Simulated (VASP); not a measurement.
# TiO2 (P4_2/mnm) in VASP: relaxation of cell and atoms with LDA

Aim: the relaxation of cell and atoms of TiO2 with LDA.

Program: VASP 6.6.1. These are calculated values, not measurements. Logs are shortened: lines on timing, memory, paths and dates and some standing lists are left out, and cuts for length are marked.

## (1) The cell of the first run

It takes space group P4_2/mnm (No. 136, tetragonal). Conventional cell: a = 4.592 Å, b = 4.592 Å, c = 2.957 Å, α = 90.00°, β = 90.00°, γ = 90.00°. Ti (site symmetry mmm) has 6 O at 1.95 to 1.98 Å within 2.6 Å. Within 2.6 Å of O (site symmetry m2m) lie 3 Ti at 1.95 to 1.98 Å and 1 O at 2.53 Å.

## (2) Relaxation of cell and atoms, LDA

The input, INCAR:

```
SYSTEM = TiO2
ALGO = Normal ; EDIFF = 1E-6
EDIFFG = -0.002 ; ENCUT = 600
GGA = CA ; IBRION = 2
ISIF = 3 ; ISMEAR = -1
LASPH = .TRUE. ; LCHARG = .FALSE.
LREAL = .FALSE. ; LWAVE = .FALSE.
NELM = 80 ; NSW = 100
PREC = Accurate ; SIGMA = 0.08
```

The input, KPOINTS:

```
k-points
0
G
  6 6 10
  0 0 0
```

The input, POSCAR:

```
TiO2
1.0
    4.5922000000      0.0000000000      0.0000000000
    0.0000000000      4.5922000000      0.0000000000
    0.0000000000      0.0000000000      2.9574000000
Ti O
2 4
Direct
    0.0000000000      0.0000000000      0.0000000000
    0.5000000000      0.5000000000      0.5000000000
    0.3049600000      0.3049600000      0.0000000000
    0.1950400000      0.8049600000      0.5000000000
    0.6950400000      0.6950400000      0.0000000000
    0.8049600000      0.1950400000      0.5000000000
```

Potentials or basis: VASP PAW LDA potentials, release 64 (Ti_sv, O).

The run is started by

```console
$ cat potpaw_LDA.64/Ti_sv/POTCAR potpaw_LDA.64/O/POTCAR > POTCAR
$ mpirun -np 1 vasp_std > vasp.out
```

OUTCAR:

```text
SYSTEM = TiO2
   EDIFF = 1E-6
   EDIFFG = -0.002
   ENCUT = 600
   GGA = CA
   IBRION = 2
   ISIF = 3
   ISMEAR = -1
   LASPH = .TRUE.
   LREAL = .FALSE.
   NELM = 80
   NSW = 100
   PREC = Accurate

 ion  position               nearest neighbor table
   1  0.000  0.000  0.000-   4 1.95   6 1.95   4 1.95   6 1.95   5 1.98   3 1.98
   2  0.500  0.500  0.500-   3 1.95   5 1.95   3 1.95   5 1.95   4 1.98   6 1.98
   3  0.305  0.305  0.000-   2 1.95   2 1.95   1 1.98
   4  0.195  0.805  0.500-   1 1.95   1 1.95   2 1.98
   5  0.695  0.695  0.000-   2 1.95   2 1.95   1 1.98
   6  0.805  0.195  0.500-   1 1.95   1 1.95   2 1.98

  LATTYP: Found a simple tetragonal cell.
 ALAT       =     4.5922000000
 C/A-ratio  =     0.6440050520

  Lattice vectors:

 A1 = (   4.5922000000,   0.0000000000,   0.0000000000)
 A2 = (   0.0000000000,   4.5922000000,   0.0000000000)
 A3 = (   0.0000000000,   0.0000000000,   2.9574000000)

Analysis of symmetry for initial positions (statically):
=====================================================================
 Subroutine PRICEL returns:
 Original cell was already a primitive cell.

 Routine SETGRP: Setting up the symmetry group for a
 simple tetragonal supercell.

 Subroutine GETGRP returns: Found 16 space group operations
 (whereof  8 operations were pure point group operations)
 out of a pool of 16 trial point group operations.

The static configuration has the point symmetry D_2h.
 The point group associated with its full space group is D_4h.

Analysis of symmetry for dynamics (positions and initial velocities):
=====================================================================
 Subroutine PRICEL returns:
 Original cell was already a primitive cell.

 Routine SETGRP: Setting up the symmetry group for a
 simple tetragonal supercell.

 Subroutine GETGRP returns: Found 16 space group operations
 (whereof  8 operations were pure point group operations)
 out of a pool of 16 trial point group operations.

The dynamic configuration has the point symmetry D_2h.
 The point group associated with its full space group is D_4h.

 Subroutine INISYM returns: Found 16 space group operations
 (whereof  8 operations are pure point group operations),
 and found     1 'primitive' translations

----------------------------------------------------------------------------------------

                                     Primitive cell

  volume of cell :      62.3665

  direct lattice vectors                    reciprocal lattice vectors
     4.592200000  0.000000000  0.000000000     0.217760550  0.000000000  0.000000000
     0.000000000  4.592200000  0.000000000     0.000000000  0.217760550  0.000000000
     0.000000000  0.000000000  2.957400000     0.000000000  0.000000000  0.338134848

  length of vectors
     4.592200000  4.592200000  2.957400000     0.217760550  0.217760550  0.338134848

  position of ions in fractional coordinates (direct lattice)
     0.000000000  0.000000000  0.000000000
     0.500000000  0.500000000  0.500000000
     0.304960000  0.304960000  0.000000000
     0.195040000  0.804960000  0.500000000
     0.695040000  0.695040000  0.000000000
     0.804960000  0.195040000  0.500000000

  ion indices of the primitive-cell ions
   primitive index   ion index
                 1           1
                 2           2
                 3           3
                 4           4
                 5           5
                 6           6

----------------------------------------------------------------------------------------

 KPOINTS: k-points

Automatic generation of k-mesh.
 Grid dimensions read from file:
 generate k-points for:    6    6   10

 Generating k-lattice:

  Cartesian coordinates                     Fractional coordinates (reciprocal lattice)
     0.036293425  0.000000000  0.000000000     0.166666667  0.000000000  0.000000000
     0.000000000  0.036293425  0.000000000     0.000000000  0.166666667  0.000000000
     0.000000000  0.000000000  0.033813485     0.000000000  0.000000000  0.100000000

  Length of vectors
     0.036293425  0.036293425  0.033813485

  Shift w.r.t. Gamma in fractional coordinates (k-lattice)
     0.000000000  0.000000000  0.000000000

 Subroutine IBZKPT returns following result:
 ===========================================

 Found     60 irreducible k-points:

 Following reciprocal coordinates:
            Coordinates               Weight
  0.000000  0.000000  0.000000      1.000000
  0.166667  0.000000  0.000000      4.000000
  0.333333  0.000000  0.000000      4.000000
  0.500000  0.000000  0.000000      2.000000
  0.166667  0.166667  0.000000      4.000000
  0.333333  0.166667  0.000000      8.000000
[... 16 lines left out ...]
  0.333333  0.000000  0.200000      8.000000
  0.500000  0.000000  0.200000      4.000000
 [... further k-points ...]
   k-points           NKPTS =     60   k-points in BZ     NKDIM =     60   number of bands    NBANDS=     28
   number of dos      NEDOS =    301   number of ions     NIONS =      6
   total plane-waves  NPLWV =  38400
   dimension x,y,z NGX =    40 NGY =   40 NGZ =   24
   dimension x,y,z NGXF=    80 NGYF=   80 NGZF=   48
   ions per type =               2   4
   NGX,Y,Z   is equivalent  to a cutoff of  14.48, 14.48, 13.49 a.u.
   NGXF,Y,Z  is equivalent  to a cutoff of  28.96, 28.96, 26.98 a.u.
 SYSTEM =  TiO2
   PREC   = accura    normal or accurate (medium, high low for compatibility)
   ISTART =      0    job   : 0-new  1-cont  2-samecut
   ICHARG =      2    charge: 1-file 2-atom 10-const
   ISPIN  =      1    spin polarized calculation?
   LNONCOLLINEAR =      F non collinear calculations
   LSORBIT =      F    spin-orbit coupling
   LASPH  =      T    aspherical Exc in radial PAW
   ENCUT  =  600.0 eV  44.10 Ry    6.64 a.u.   9.17  9.17  5.91*2*pi/ulx,y,z
   NELM   =     80;   NELMIN=  2; NELMDL= -5     # of ELM steps
   EDIFF  = 0.1E-05   stopping-criterion for ELM
   LREAL  =      F    real-space projection
   EDIFFG = -.2E-02   stopping-criterion for IOM
   NSW    =    100    number of steps for IOM
   IBRION =      2    ionic relax: 0-MD 1-quasi-New 2-CG
   NFREE  =      1    steps in history (QN), initial steepest desc. (CG)
   ISIF   =      3    stress and relaxation
   ISYM   =      2    0-nonsym 1-usesym 2-fastsym
   POTIM  = 0.5000    time-step for ionic-motion
   TEBEG  =    0.0;   TEEND  =   0.0 temperature during run
   PSTRESS=    0.0 pullay stress
   NELECT =      48.0000    total number of electrons
   NUPDOWN=      -1.0000    fix difference up-down
   EMIN   =  10.00;   EMAX   =-10.00  energy-range for DOS
   EFERMI =   0.00;   METHOD = LEGACY
   ISMEAR =    -1;   SIGMA  =   0.08  broadening in eV -4-tet -1-fermi 0-gaus
   EFERMI_NEDOS =   21; number of points for ismear=-14 and -15
   IALGO  =     38    algorithm
   IMIX   =      4    mixing-type and parameters
     AMIX     =   0.40;   BMIX     =  1.00
     AMIX_MAG =   1.60;   BMIX_MAG =  1.00
  volume/ion in A,a.u.               =      10.39        70.15
  Fermi-wavevector in a.u.,A,eV,Ry     =   1.500277  2.835112 30.624403  2.250830
  Thomas-Fermi vector in A             =   2.611798
   LORBIT       =      0    0 simple, 1 ext, 2 COOP (PROOUT), +10 PAW based schemes
   GGA     = CA    functional components
   LHFCALC =     F    Hartree Fock is set to
   AEXX    =    0.0000 exact exchange contribution
   IVDW    =     0    specifies the selected vdW correction
   LEPSILON=     F    determine dielectric tensor
   LRPA    =     F    only Hartree local field effects (RPA)
 conjugate gradient relaxation of ions
 non-spin polarized calculation
  energy-cutoff  :      600.00
  volume of cell :       62.37
 maximum number of plane-waves:      2102
 NGX is ok and might be reduce to    40
   NGX = 19   NGY = 19   NGZ = 11

--------------------------------------- Ionic step        1  -------------------------------------------

 number of electron      47.9999988 magnetization

 Free energy of the ion-electron system (eV)
  ---------------------------------------------------
  ext. energy  EPLUGINS =         0.00000000
  ---------------------------------------------------
  free energy    TOTEN  =       -58.75162225 eV

  energy without entropy =      -58.75162048  energy(sigma->0) =      -58.75162137

------------------------ aborting loop because EDIFF is reached ----------------------------------------

  FORCE on cell =-STRESS in cart. coord.  units (eV):
  Direction    XX          YY          ZZ          XY          YZ          ZX
  --------------------------------------------------------------------------------------
  -------------------------------------------------------------------------------------
  Total       -2.3966305     -2.3966305     -3.4488648      0.0000000      0.0000000      0.0000000
  in kB      -61.5687037    -61.5687037    -88.6002797      0.0000000      0.0000000      0.0000000
  external PRESSURE =     -70.5792290 kB  Pullay stress =       0.0000000 kB
[... 101 lines left out ...]
  FREE ENERGIE OF THE ION-ELECTRON SYSTEM (eV)
  ---------------------------------------------------
  free  energy   TOTEN  =       -58.7918395933 eV

  energy  without entropy=      -58.7918384773  energy(sigma->0) =      -58.79183904

[... ionic steps 4 to 7 ...]

--------------------------------------- Ionic step        8  -------------------------------------------

 number of electron      48.0000001 magnetization

------------------------ aborting loop because EDIFF is reached ----------------------------------------
[... 75 lines left out ...]
--------------------------------------- Ionic step       10  -------------------------------------------

 number of electron      48.0000001 magnetization

 Free energy of the ion-electron system (eV)
  ---------------------------------------------------
  ext. energy  EPLUGINS =         0.00000000
  ---------------------------------------------------
  free energy    TOTEN  =       -58.79401537 eV

  energy without entropy =      -58.79401408  energy(sigma->0) =      -58.79401473

 E-fermi :   5.7474     XC(G=0): -12.1556

 val. band max:        4.8871506760   @ k =   0.0000   0.0000   0.0000
 cond. band min:       6.7036853162   @ k =   0.0000   0.0000   0.0000
 fundamental gap:      1.8165346403
 Fermi energy:         5.7473599676

 k-point     1 :       0.0000    0.0000    0.0000
  band No.  band energies     occupation
      1     -51.2072      2.00000
      2     -51.1854      2.00000
      3     -27.9500      2.00000
      4     -27.9500      2.00000
      5     -27.7568      2.00000
      6     -27.7568      2.00000
[... 733 lines left out ...]
     27       8.0682      0.00000
     28       8.0682      0.00000

 [... further k-points ...]

------------------------ aborting loop because EDIFF is reached ----------------------------------------

  FORCE on cell =-STRESS in cart. coord.  units (eV):
  Direction    XX          YY          ZZ          XY          YZ          ZX
  --------------------------------------------------------------------------------------
  -------------------------------------------------------------------------------------
  Total        0.0097466      0.0097466      0.0097962     -0.0000000      0.0000000      0.0000000
  in kB        0.2579473      0.2579473      0.2592611     -0.0000000      0.0000000      0.0000000
  external PRESSURE =       0.2583852 kB  Pullay stress =       0.0000000 kB
[... 21 lines left out ...]
  FREE ENERGIE OF THE ION-ELECTRON SYSTEM (eV)
  ---------------------------------------------------
  free  energy   TOTEN  =       -58.7940153747 eV

  energy  without entropy=      -58.7940140763  energy(sigma->0) =      -58.79401473

 reached required accuracy - stopping structural energy minimisation
```

It took 6.7 min on 1 thread of AMD EPYC 9R45 (Zen 5), shared host; peak memory 0.21 GiB.

Results:

| Quantity | Value |
| --- | --- |
| Free energy | -58.7940 eV |
| Relaxed volume | 10.09 Å³/atom |
| Relaxed cell | a = 4.552 Å, b = 4.552 Å, c = 2.922 Å, α = 90.00°, β = 90.00°, γ = 90.00° |
| Space group after relaxing (to 0.05 Å) | P4_2/mnm (No. 136) |
| Energy gained by relaxing | 7.1 meV/atom |
| Ionic steps | 10 |
| Pressure after relaxing | 0.0 GPa |
| Band gap on the k mesh | 1.82 eV, direct |

The path:
```
step  energy change (eV)  largest force (eV/Å)  pressure (GPa)  volume (Å³)
   1              0.0000                0.0015           -7.06        62.37
   2              0.0417                0.3951           11.32        58.32
   3             -0.0402                0.1495           -0.08        60.66
   4             -0.0402                0.1527            0.01        60.62
   5             -0.0424                0.0155            0.03        60.53
   6             -0.0424                0.0011            0.07        60.52
   7             -0.0424                0.0022            0.09        60.52
   8             -0.0424                0.0021           -0.09        60.57
   9             -0.0424                0.0002           -0.04        60.54
  10             -0.0424                0.0009            0.03        60.54
```

Final structure:
```xyz
6
Lattice="4.5519 0.0000 0.0000 0.0000 4.5519 0.0000 0.0000 0.0000 2.9217" Properties=species:S:1:pos:R:3 pbc="T T T"
Ti    0.0000    0.0000    0.0000
Ti    2.2760    2.2760    1.4609
O     1.3831    1.3831    0.0000
O     0.8929    3.6591    1.4609
O     3.1688    3.1688    0.0000
O     3.6591    0.8929    1.4609
```
